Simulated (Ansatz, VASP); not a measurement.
**One calculation of SnO2, two programs**

Contents of INCAR:

```
ALGO = Normal ; EDIFF = 1E-7
ENCUT = 520 ; ISIF = 2
ISMEAR = 0 ; LASPH = T
LCHARG = F ; LREAL = F
LWAVE = F ; NBANDS = 20
NELM = 100 ; PREC = Accurate
SIGMA = 0.05
```

The input KPOINTS:

```
k-points
0
Gamma
  12 12 12
```

POSCAR

```
SnO2
1.0
    1.6170930752      0.9336291223      4.8726014728
   -1.6170930752      0.9336291223      4.8726014728
    0.0000000000     -1.8672582446      4.8726014728
Sn O
1 2
Direct
    0.5000000000      0.5000000000      0.5000000000
    0.2371700000      0.2371700000      0.2371700000
    0.7628300000      0.7628300000      0.7628300000
```

Input for Ansatz:

```yaml
crystal:
  lattice:
    - [1.6170930752, 0.9336291223, 4.8726014728]
    - [-1.6170930752, 0.9336291223, 4.8726014728]
    - [0.0, -1.8672582446, 4.8726014728]
  atoms:
    - { symbol: Sn, position: [0.5, 0.5, 0.5] }
    - { symbol: O, position: [0.23717, 0.23717, 0.23717] }
    - { symbol: O, position: [0.76283, 0.76283, 0.76283] }
basis:
  ecutwfc: 420
kpoints:
  mp_grid: { grid: [12, 12, 12] }
hamiltonian:
  xc: lda
scf:
  occupations: { method: gaussian, width: 0.05 }
output:
  forces: true
  stress: true
  eigenvalues: true
```

Change from the starting cell: strain +0.0150 x Voigt [0, 0, 1, 0, 0, 0], atoms carried along.

Alike in both runs: task single point; functional LDA; k mesh 12 × 12 × 12; occupations gaussian, width 0.05 eV; no spin polarisation.

```csv
,VASP,Ansatz
version,VASP 6.6.1,Ansatz 0.2.0
potentials or method,"VASP PAW LDA potentials, release 64 (Sn_d, O), cutoff 520 eV","scalar-relativistic, plane waves, PAW"
valence electrons in the cell,26,26
```

Ansatz gave:

| Quantity | Value |
| --- | --- |
| gap on the k mesh at the Fermi level (eV) | 1.78 |
| least direct gap on the mesh (eV) | 1.90 |
| pressure (GPa) | -10.1 |
| traceless stress, the component that is largest in VASP (GPa) | 1.45 |
| rms of the force components (eV/Å) | 0.408 |

Task: What did VASP give for the same quantities?

Result: gap on the k mesh at the Fermi level (eV): 1.77; least direct gap on the mesh (eV): 1.90; pressure (GPa): -9.5; traceless stress, the component that is largest in VASP (GPa): 1.01; rms of the force components (eV/Å): 0.381.

LDA's correlation is that of Perdew and Zunger in VASP and of Perdew and Wang (1992) in Ansatz. Atom by atom the forces differ by 0.027 eV/Å (rms over components).
